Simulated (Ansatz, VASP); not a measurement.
## Te: VASP beside Ansatz

```
Te
1.0
     3.71769   -2.13921    0.02332
     3.71769    2.13921    0.02332
    -0.05528    0.00000    5.87970
Te
3
Direct
  0.68139 0.68139 0.66480
  0.31861 0.31861 0.33520
  0.00000 0.00000 0.00000
```

Alike in both runs: functional PBEsol; k mesh 12 × 12 × 8; occupations gaussian, width 0.1 eV; no spin polarisation.

Ansatz relaxed the structure, and its values are those at the end. VASP's run is a single point on that final structure, the one shown.

|  | VASP | Ansatz |
| --- | --- | --- |
| version | VASP 6.6.1 | Ansatz 0.2.0 |
| potentials or method | VASP PAW PBE potentials, release 64 (Te), cutoff 520 eV | scalar-relativistic, plane waves, PAW |
| valence electrons in the cell | 18 | 48 |

|  | VASP | Ansatz | Ansatz less VASP |
| --- | --- | --- | --- |
| gap on the k mesh at the Fermi level (eV) | none | none | - |
| pressure (GPa) | 0.0 | 0.0 | -0.05 |

VASP's potentials were made for PBE, not for PBEsol. A gap of «none» marks a metal or a gap that the smearing closes. VASP's potentials hold 18 valence electrons a cell and Ansatz's 48, so a difference there can come from the potentials and not from the codes.

Neither program's run includes spin-orbit coupling.
